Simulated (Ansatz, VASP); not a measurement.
## Two plane-wave programs on KBr

Contents of POSCAR:

```
KBr
1.0
    0.0000000000      3.3912750000      3.2431125000
    3.3912750000      0.0000000000      3.2431125000
    3.3912750000      3.3912750000      0.0000000000
K Br
1 1
Direct
    0.0000000000      0.0000000000      0.0000000000
    0.5000000000      0.5000000000      0.5000000000
```

File INCAR.step1:

```
PREC = Accurate ; ENCUT = 520
ISMEAR = 0 ; SIGMA = 0.05
LREAL = False ; LASPH = True
NELM = 60 ; NBANDS = 15
GGA = PE ; ALGO = Normal
EDIFF = 1E-4 ; LWAVE = True
LCHARG = False
```

INCAR.step2

```
PREC = Accurate ; ENCUT = 520
EDIFF = 1E-6 ; ISMEAR = 0
SIGMA = 0.05 ; LREAL = False
LASPH = True ; NELM = 60
ALGO = Normal ; ISIF = 2
LWAVE = False ; LCHARG = False
METAGGA = R2SCAN ; LMIXTAU = True
NBANDS = 15 ; ISTART = 1
```

KPOINTS

```
Automatic mesh
0
Gamma
  6 6 6
```

Input for Ansatz:

```yaml
crystal:
  lattice:
    - [0.0, 3.391275, 3.2431125]
    - [3.391275, 0.0, 3.2431125]
    - [3.391275, 3.391275, 0.0]
  atoms:
    - { symbol: K, position: [0.0, 0.0, 0.0] }
    - { symbol: Br, position: [0.5, 0.5, 0.5] }
basis:
  ecutwfc: 500
kpoints:
  mp_grid: { grid: [6, 6, 6] }
hamiltonian:
  xc: r2scan
scf:
  occupations: { method: gaussian, width: 0.05 }
output:
  forces: true
  stress: true
  eigenvalues: true
```

Change from the starting cell: strain +0.030 along x and y, -0.015 along z, atoms carried along.

Alike in both runs: task single point; functional r2SCAN; k mesh 6 × 6 × 6; occupations gaussian, width 0.05 eV; no spin polarisation.

```csv
,VASP,Ansatz
version,VASP 6.6.1,Ansatz 0.2.0
potentials or method,"VASP PAW PBE potentials, release 64 (K_sv, Br), cutoff 520 eV","scalar-relativistic, plane waves, PAW"
valence electrons in the cell,16,16
```

```csv
,VASP,Ansatz,Ansatz less VASP
gap on the k mesh at the Fermi level (eV),4.96,4.96,-0.002
least direct gap on the mesh (eV),4.96,4.96,-0.002
pressure (GPa),-0.4,-0.4,+0.01
"traceless stress, the component that is largest in VASP (GPa)",0.95,0.94,-0.010
```

VASP's potentials were made for PBE, not for r2SCAN.
